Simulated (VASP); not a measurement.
# Au (Im-3m) in VASP: notebook, part 2 of 2

VASP 6.6.1. The steps go on from the part before.

## Step 5: Single point, PBE

This run uses another cell than the first one, of 17.99 Å³/atom, 1.059 times its volume.

The input, INCAR:

```
PREC = Accurate
ENCUT = 520
EDIFF = 1E-6
ISMEAR = 0
SIGMA = 0.05
LREAL = False
LASPH = True
NELM = 80
ALGO = Normal
ISIF = 2
LWAVE = False
LCHARG = False
GGA = PE
NBANDS = 12
```

The input, KPOINTS:

```
Automatic mesh
0
Gamma
  18 18 18
```

The input, POSCAR:

```
Au
1.0
   -1.6506320859      1.6506320859      1.6506320859
    1.6506320859     -1.6506320859      1.6506320859
    1.6506320859      1.6506320859     -1.6506320859
Au
1
Direct
    0.0000000000      0.0000000000      0.0000000000
```

Potentials or basis: VASP PAW PBE potentials, release 64 (Au).

Started as:

```
$ cat potpaw_PBE.64/Au/POTCAR > POTCAR
$ mpirun -np 1 vasp_std > vasp.out
```

OUTCAR:

```text
PREC = Accurate
   ENCUT = 520
   EDIFF = 1E-6
   ISMEAR = 0
   LREAL = False
   LASPH = True
   NELM = 80
   ISIF = 2
   GGA = PE

 ion  position               nearest neighbor table
   1  0.000  0.000  0.000-

  LATTYP: Found a body centered cubic cell.
 ALAT       =     3.3012641718

  Lattice vectors:

 A1 = (  -1.6506320859,   1.6506320859,   1.6506320859)
 A2 = (   1.6506320859,  -1.6506320859,   1.6506320859)
 A3 = (   1.6506320859,   1.6506320859,  -1.6506320859)

Analysis of symmetry for initial positions (statically):
=====================================================================
 Subroutine PRICEL returns:
 Original cell was already a primitive cell.

 Routine SETGRP: Setting up the symmetry group for a
 body centered cubic supercell.

 Subroutine GETGRP returns: Found 48 space group operations
 (whereof 48 operations were pure point group operations)
 out of a pool of 48 trial point group operations.

The static configuration has the point symmetry O_h .

Analysis of symmetry for dynamics (positions and initial velocities):
=====================================================================
 Subroutine PRICEL returns:
 Original cell was already a primitive cell.

 Routine SETGRP: Setting up the symmetry group for a
 body centered cubic supercell.

 Subroutine GETGRP returns: Found 48 space group operations
 (whereof 48 operations were pure point group operations)
 out of a pool of 48 trial point group operations.

The dynamic configuration has the point symmetry O_h .

 Subroutine INISYM returns: Found 48 space group operations
 (whereof 48 operations are pure point group operations),
 and found     1 'primitive' translations

----------------------------------------------------------------------------------------

                                     Primitive cell

  volume of cell :      17.9892

  direct lattice vectors                    reciprocal lattice vectors
    -1.650632086  1.650632086  1.650632086     0.000000000  0.302914262  0.302914262
     1.650632086 -1.650632086  1.650632086     0.302914262  0.000000000  0.302914262
     1.650632086  1.650632086 -1.650632086     0.302914262  0.302914262  0.000000000

  length of vectors
     2.858978637  2.858978637  2.858978637     0.428385457  0.428385457  0.428385457

  position of ions in fractional coordinates (direct lattice)
     0.000000000  0.000000000  0.000000000

  ion indices of the primitive-cell ions
   primitive index   ion index
                 1           1

----------------------------------------------------------------------------------------

 KPOINTS: Automatic mesh

Automatic generation of k-mesh.
 Grid dimensions read from file:
 generate k-points for:   18   18   18

 Generating k-lattice:

  Cartesian coordinates                     Fractional coordinates (reciprocal lattice)
     0.000000000  0.016828570  0.016828570     0.055555556  0.000000000  0.000000000
     0.016828570  0.000000000  0.016828570     0.000000000  0.055555556  0.000000000
     0.016828570  0.016828570  0.000000000     0.000000000  0.000000000  0.055555556

  Length of vectors
     0.023799192  0.023799192  0.023799192

  Shift w.r.t. Gamma in fractional coordinates (k-lattice)
     0.000000000  0.000000000  0.000000000

 Subroutine IBZKPT returns following result:
 ===========================================

 Found    195 irreducible k-points:

 Following reciprocal coordinates:
            Coordinates               Weight
  0.000000  0.000000  0.000000      1.000000
  0.055556  0.000000  0.000000     12.000000
  0.111111  0.000000  0.000000     12.000000
  0.166667  0.000000  0.000000     12.000000
  0.222222  0.000000  0.000000     12.000000
  0.277778  0.000000  0.000000     12.000000
[... 16 lines left out ...]
  0.333333  0.111111  0.000000     48.000000
  0.388889  0.111111  0.000000     48.000000
 [... further k-points ...]
   k-points           NKPTS =    195   k-points in BZ     NKDIM =    195   number of bands    NBANDS=     12
   number of dos      NEDOS =    301   number of ions     NIONS =      1
   total plane-waves  NPLWV =  13824
   dimension x,y,z NGX =    24 NGY =   24 NGZ =   24
   dimension x,y,z NGXF=    48 NGYF=   48 NGZF=   48
   ions per type =               1
   NGX,Y,Z   is equivalent  to a cutoff of  13.96, 13.96, 13.96 a.u.
   NGXF,Y,Z  is equivalent  to a cutoff of  27.91, 27.91, 27.91 a.u.
 SYSTEM =  unknown system
   PREC   = accura    normal or accurate (medium, high low for compatibility)
   ISTART =      0    job   : 0-new  1-cont  2-samecut
   ICHARG =      2    charge: 1-file 2-atom 10-const
   ISPIN  =      1    spin polarized calculation?
   LNONCOLLINEAR =      F non collinear calculations
   LSORBIT =      F    spin-orbit coupling
   LASPH  =      T    aspherical Exc in radial PAW
   ENCUT  =  520.0 eV  38.22 Ry    6.18 a.u.   5.32  5.32  5.32*2*pi/ulx,y,z
   NELM   =     80;   NELMIN=  2; NELMDL= -5     # of ELM steps
   EDIFF  = 0.1E-05   stopping-criterion for ELM
   LREAL  =      F    real-space projection
   EDIFFG = 0.1E-04   stopping-criterion for IOM
   NSW    =      0    number of steps for IOM
   IBRION =     -1    ionic relax: 0-MD 1-quasi-New 2-CG
   NFREE  =      0    steps in history (QN), initial steepest desc. (CG)
   ISIF   =      2    stress and relaxation
   ISYM   =      2    0-nonsym 1-usesym 2-fastsym
   POTIM  = 0.5000    time-step for ionic-motion
   TEBEG  =    0.0;   TEEND  =   0.0 temperature during run
   PSTRESS=    0.0 pullay stress
   NELECT =      11.0000    total number of electrons
   NUPDOWN=      -1.0000    fix difference up-down
   EMIN   =  10.00;   EMAX   =-10.00  energy-range for DOS
   EFERMI =   0.00;   METHOD = LEGACY
   ISMEAR =     0;   SIGMA  =   0.05  broadening in eV -4-tet -1-fermi 0-gaus
   EFERMI_NEDOS =   21; number of points for ismear=-14 and -15
   IALGO  =     38    algorithm
   IMIX   =      4    mixing-type and parameters
     AMIX     =   0.40;   BMIX     =  1.00
     AMIX_MAG =   1.60;   BMIX_MAG =  1.00
  volume/ion in A,a.u.               =      17.99       121.40
  Fermi-wavevector in a.u.,A,eV,Ry     =   1.389533  2.625836 26.270145  1.930801
  Thomas-Fermi vector in A             =   2.513554
   LORBIT       =      0    0 simple, 1 ext, 2 COOP (PROOUT), +10 PAW based schemes
   GGA     = PE    functional components
   LHFCALC =     F    Hartree Fock is set to
   AEXX    =    0.0000 exact exchange contribution
   IVDW    =     0    specifies the selected vdW correction
   LEPSILON=     F    determine dielectric tensor
   LRPA    =     F    only Hartree local field effects (RPA)
 non-spin polarized calculation
 Gauss-broadening in eV      SIGMA  =   0.05
  energy-cutoff  :      520.00
  volume of cell :       17.99
 maximum number of plane-waves:       498
 NGX is ok and might be reduce to    24
   NGX = 11   NGY = 11   NGZ = 11

 number of electron      10.9999999 magnetization

 Free energy of the ion-electron system (eV)
  ---------------------------------------------------
  ext. energy  EPLUGINS =         0.00000000
  ---------------------------------------------------
  free energy    TOTEN  =        -3.20109334 eV

  energy without entropy =       -3.20098347  energy(sigma->0) =       -3.20103840

 E-fermi :   8.6531     XC(G=0): -12.3982

 val. band max:        8.6150524839   @ k =   0.3889   0.0556   0.0556
 cond. band min:       8.7356896325   @ k =  -0.3333   0.3333   0.3333
 fundamental gap:      0.1206371486
 Fermi energy:         8.6531278362

 k-point     1 :       0.0000    0.0000    0.0000
  band No.  band energies     occupation
      1      -0.6887      2.00000
      2       4.0102      2.00000
      3       4.0102      2.00000
      4       4.0102      2.00000
      5       5.7825      2.00000
      6       5.7825      2.00000
      7      25.1059      0.00000
      8      25.1059      0.00000
      9      25.1059      0.00000
     10      31.9698      0.00000
     11      31.9698      0.00000
     12      31.9698      0.00000
[... 331 lines left out ...]
 k-point    24 :       0.3889    0.1111    0.0000
  band No.  band energies     occupation
      1       2.0818      2.00000
      2       3.1208      2.00000
      3       5.3879      2.00000
      4       5.6616      2.00000
      5       6.3910      2.00000
      6       8.7835      0.00023
      7      12.8477      0.00000
      8      20.1980      0.00000
      9      21.9073      0.00000
     10      29.3678      0.00000
     11      31.1546      0.00000
     12      31.3148      0.00000

 [... further k-points ...]
[... 5 lines left out ...]
  --------------------------------------------------------------------------------------
  -------------------------------------------------------------------------------------
  Total       -0.0298809     -0.0298809     -0.0298809     -0.0000000     -0.0000000      0.0000000
  in kB       -2.6612959     -2.6612959     -2.6612959     -0.0000000     -0.0000000      0.0000000
  external PRESSURE =      -2.6612959 kB  Pullay stress =       0.0000000 kB

 VOLUME and BASIS-vectors are now :
 -----------------------------------------------------------------------------
  energy-cutoff  :      520.00
  volume of cell :       17.99
      direct lattice vectors                 reciprocal lattice vectors
    -1.650632086  1.650632086  1.650632086     0.000000000  0.302914262  0.302914262
     1.650632086 -1.650632086  1.650632086     0.302914262  0.000000000  0.302914262
     1.650632086  1.650632086 -1.650632086     0.302914262  0.302914262  0.000000000

 POSITION                                       TOTAL-FORCE (eV/Angst)
 -----------------------------------------------------------------------------------
      0.00000      0.00000      0.00000         0.000000     -0.000000      0.000000
 -----------------------------------------------------------------------------------
    total drift:                               -0.000000      0.000000      0.000000

  FREE ENERGIE OF THE ION-ELECTRON SYSTEM (eV)
  ---------------------------------------------------
  free  energy   TOTEN  =        -3.2010933358 eV

  energy  without entropy=       -3.2009834737  energy(sigma->0) =       -3.20103840
```

OSZICAR:

```text
N       E                     dE             d eps       ncg     rms          rms(c)
DAV:   1     0.489669846879E+02    0.48967E+02   -0.56175E+03  4968   0.814E+02
DAV:   2    -0.277377912824E+01   -0.51741E+02   -0.48716E+02  5592   0.185E+02
DAV:   3    -0.347447307759E+01   -0.70069E+00   -0.70022E+00  5572   0.205E+01
DAV:   4    -0.347679740129E+01   -0.23243E-02   -0.23242E-02  5380   0.138E+00
DAV:   5    -0.347681529033E+01   -0.17889E-04   -0.17888E-04  5548   0.116E-01    0.769E+00
DAV:   6    -0.321922707413E+01    0.25759E+00   -0.74598E-01  5024   0.680E+00    0.505E+00
DAV:   7    -0.320305492611E+01    0.16172E-01   -0.55084E-02  5420   0.187E+00    0.261E+00
DAV:   8    -0.320110162736E+01    0.19533E-02   -0.11271E-03  5124   0.282E-01    0.240E-01
DAV:   9    -0.320108693466E+01    0.14693E-04   -0.74804E-06  5240   0.226E-02    0.135E-02
DAV:  10    -0.320109349149E+01   -0.65568E-05   -0.33467E-06  5200   0.181E-02    0.498E-03
DAV:  11    -0.320109333580E+01    0.15569E-06   -0.75325E-08  2708   0.213E-03
   1 F= -.32010933E+01 E0= -.32010384E+01  d E =-.109862E-03
```

It took 12 s on 1 thread of Intel Xeon 6975P-C (Granite Rapids), shared host; peak memory 0.16 GiB.

Results:

| Item | Value |
| --- | --- |
| Free energy | -3.2011 eV |
| Pressure | -0.3 GPa |

Levels at points of the mesh, in eV from the Fermi level:
```tsv
k point	band 2	band 3	band 4	band 5	band 6	band 7	band 8	band 9	band 10	band 11
(0.00, 0.00, 0.00)	-4.64	-4.64	-4.64	-2.87	-2.87	16.45	16.45	16.45	23.32	23.32
(0.50, 0.00, 0.00)	-5.64	-3.01	-2.69	-1.47	-0.45	3.21	12.30	13.49	21.02	21.46
(0.50, 0.50, 0.50)	-6.42	-1.82	-1.82	-1.82	6.20	6.20	6.20	9.05	15.39	15.39
```

Caveat: spin-orbit coupling is left out, which moves the levels of the heavy elements.

## Step 6: The runs side by side

```tsv
cell	gap on the mesh (eV)	pressure (GPa)
a = 2.804 Å, angles 109.5°, 1 atom	none	9.4
a = 2.863 Å, angles 109.5°, 1 atom	none	-0.8
a = 2.859 Å, angles 109.5°, 1 atom	none	-0.3
```

Alike in all rows: task single point; level PBE; potentials or basis VASP PAW PBE potentials, release 64 (Au); no spin polarisation; k mesh 18 × 18 × 18; cutoff (eV) 520; smearing gaussian 0.05 eV.

Caveats: spin-orbit coupling is left out, which moves the levels of the heavy elements.

Absolute energies hang on the potentials; compare differences alone.
